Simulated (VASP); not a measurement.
Write the native input for VASP 6.6.1 that does the following.

| Item | Value |
| --- | --- |
| Task | single point |
| Functional | PBEsol |
| Potentials or basis | VASP PAW PBE potentials, release 64 (Si, O) |
| Cutoff | 520 eV |
| k mesh | 1 × 1 × 1, shifted |
| Occupations | fermi-dirac, width 0.05 eV |
| Spin | no spin polarisation |
| Dipole correction | no |
| Further INCAR settings | LREAL = Auto; ALGO = Normal; EDIFF = 1e-07; NBANDS = 230; ISYM = 0 |

The structure of Si24O47 (a cell with a defect) lies in POSCAR:

```
Si24O47
1.0
    8.3886930000      0.0000000000      0.0000000000
    0.0000000000      8.3886930000      0.0000000000
    0.0000000000      0.0000000000      8.0356430000
Si O
24 47
Direct
    0.0007200000      0.0002600000      0.0001900000
    0.0014700000      0.9996300000      0.3334300000
    0.0007200000      0.0002400000      0.6666800000
    0.9988800000      0.4982300000      0.9999500000
    0.0057600000      0.5050800000      0.3333400000
    0.9988400000      0.4981800000      0.6667400000
    0.5027600000      0.0020900000      0.0001500000
    0.4992600000      0.9985700000      0.3334100000
    0.5026500000      0.0020000000      0.6667300000
    0.5009000000      0.5000500000      0.0001900000
    0.5003200000      0.5008200000      0.3334100000
    0.5008900000      0.5000500000      0.6666800000
    0.2513700000      0.2485300000      0.1670400000
    0.2514000000      0.2485100000      0.4997600000
    0.2508100000      0.2501500000      0.8334100000
    0.2514100000      0.7507400000      0.1654600000
    0.2513900000      0.7507000000      0.5013400000
    0.2501900000      0.7495100000      0.8334000000
    0.7542700000      0.2536200000      0.1760500000
    0.7540100000      0.2533600000      0.4911100000
    0.7499000000      0.2492800000      0.8335100000
    0.7492100000      0.7506900000      0.1670300000
    0.7492000000      0.7507100000      0.4997700000
    0.7508100000      0.7501300000      0.8334100000
    0.1536400000      0.1530600000      0.9999000000
    0.1550200000      0.1516600000      0.3334100000
    0.1536600000      0.1530800000      0.6668800000
    0.1527100000      0.6520400000      0.0008300000
    0.1543600000      0.6537300000      0.3333800000
    0.1527200000      0.6520800000      0.6659200000
    0.6549900000      0.1543500000      0.0026500000
    0.6494900000      0.1488400000      0.3334300000
    0.6548300000      0.1542000000      0.6643900000
    0.6537100000      0.6529600000      0.9998900000
    0.6523400000      0.6543300000      0.3334300000
    0.6537300000      0.6530100000      0.6668900000
    0.3470500000      0.3473600000      0.0009700000
    0.3471800000      0.3471000000      0.3334100000
    0.3471900000      0.3473200000      0.6658500000
    0.3476300000      0.8469500000      0.9992800000
    0.3473500000      0.8466900000      0.3334300000
    0.3476300000      0.8469600000      0.6675800000
    0.8482100000      0.3476100000      0.0001600000
    0.5983300000      0.4047500000      0.4983000000
    0.8479900000      0.3473600000      0.6666300000
    0.8480100000      0.8463800000      0.0009700000
    0.8477500000      0.8465400000      0.3334300000
    0.8479700000      0.8465300000      0.6658500000
    0.0947500000      0.4008500000      0.1689500000
    0.0947300000      0.4008700000      0.4977800000
    0.0978000000      0.4028500000      0.8333100000
    0.0979700000      0.9025200000      0.1666200000
    0.0979500000      0.9025600000      0.5002300000
    0.0972000000      0.9026000000      0.8334100000
    0.5982800000      0.4048200000      0.1685400000
    0.5971500000      0.4029100000      0.8334600000
    0.5967100000      0.9019400000      0.1662100000
    0.5967100000      0.9019500000      0.5006100000
    0.5987900000      0.9040500000      0.8334600000
    0.4026100000      0.0960500000      0.1662100000
    0.4026100000      0.0960700000      0.5006200000
    0.4047000000      0.0981300000      0.8334600000
    0.4031900000      0.5973200000      0.1666200000
    0.4032000000      0.5972900000      0.5002200000
    0.4032200000      0.5965500000      0.8334200000
    0.9054700000      0.0976400000      0.1685400000
    0.9053900000      0.0976800000      0.4983000000
    0.9035600000      0.0965100000      0.8334500000
    0.9014900000      0.5941100000      0.1689600000
    0.9015000000      0.5940900000      0.4977800000
    0.9035000000      0.5971400000      0.8333100000
```

These files were run (other wordings do the same):

INCAR

```
SYSTEM = Si24O47
ALGO = Normal
EDIFF = 1E-7
ENCUT = 520
GGA = PS
ISIF = 2
ISMEAR = -1
ISYM = 0
LASPH = .True.
LCHARG = .False.
LREAL = Auto
LWAVE = .False.
NBANDS = 230
NELM = 60
PREC = Accurate
SIGMA = 0.05
```

KPOINTS

```
Automatic mesh
0
Gamma
  1 1 1
  0.25 0.25 0.25
```

Potentials or basis: VASP PAW PBE potentials, release 64 (Si, O).

Run with:

```sh
$ cat potpaw_PBE.64/Si/POTCAR potpaw_PBE.64/O/POTCAR > POTCAR
$ mpirun -np 1 vasp_std > vasp.out
```

It gave:

The pressure is 0.1 GPa, the largest force is 0.048 eV/Å and the band gap on the k mesh is 4.19 eV.

Caveat: the PAW data sets were made with another functional, which shifts forces and pressure a little.

Wall time 13 min on 1 thread of Oxide Virtual Turin-like Processor, with other jobs on the host, peak memory 0.67 GiB.
